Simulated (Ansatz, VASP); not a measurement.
Two plane-wave programs on SnO

```
CELL_PARAMETERS angstrom
3.79860 0.00000 0.00000
0.00000 3.79860 0.00000
0.00000 0.00000 4.84080
ATOMIC_POSITIONS crystal
Sn 0.50000 0.00000 0.23690
Sn 0.00000 0.50000 0.76310
O 0.00000 0.00000 0.00000
O 0.50000 0.50000 0.00000
```

Alike in both runs: task single point; functional LDA; k mesh 8 × 8 × 6; no spin polarisation.

```csv
,VASP,Ansatz
version,VASP 6.6.1,Ansatz 0.2.0
potentials or method,"VASP PAW LDA potentials, release 64 (Sn_d, O)","plane waves, PAW"
plane-wave cutoff (eV),520,420
occupations,"gaussian, width 0.01 eV",fixed
valence electrons in the cell,40,40
```

```csv
,VASP,Ansatz,Ansatz less VASP
pressure (GPa),-1.9,-2.3,-0.33
"traceless stress, the component that is largest in VASP (GPa)",0.17,0.15,-0.014
```

LDA's correlation is that of Perdew and Zunger in VASP and of Perdew and Wang (1992) in Ansatz.
